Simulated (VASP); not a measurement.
A run of VASP 6.6.1 is set up as follows.

File INCAR:

```
SYSTEM = Al
  ALGO = Normal
  EDIFF = 1E-7
  ENCUT = 520
  GGA = CA
  ISIF = 2
  ISMEAR = 0
  LASPH = .TRUE.
  LCHARG = .TRUE.
  LELF = .TRUE.
  LREAL = .FALSE.
  LVHAR = .TRUE.
  LWAVE = .FALSE.
  NBANDS = 10
  NELM = 60
  PREC = Accurate
  SIGMA = 0.15
```

Contents of KPOINTS:

```
k-points
0
G
  18 18 10
  0 0 0
```

File POSCAR:

```
Al
1.0
    2.6063000000      0.0000000000      0.0000000000
   -1.3031500000      2.2571220099      0.0000000000
    0.0000000000      0.0000000000      4.7800000000
Al
2
Direct
    0.6666666667      0.3333333333      0.7500000000
    0.3333333333      0.6666666667      0.2500000000
```

Potentials or basis: VASP PAW LDA potentials, release 64 (Al).

Launch:

```bash
$ cat potpaw_LDA.64/Al/POTCAR > POTCAR
$ mpirun -np 1 vasp_std > vasp.out
```

(1) Estimate the band gap on the k mesh.

(2) Predict the pressure.

Answers

(1) zero (band 3 reaches 12.89 eV, above the bottom of band 4 at 6.46 eV).

(2) 15.7 GPa.
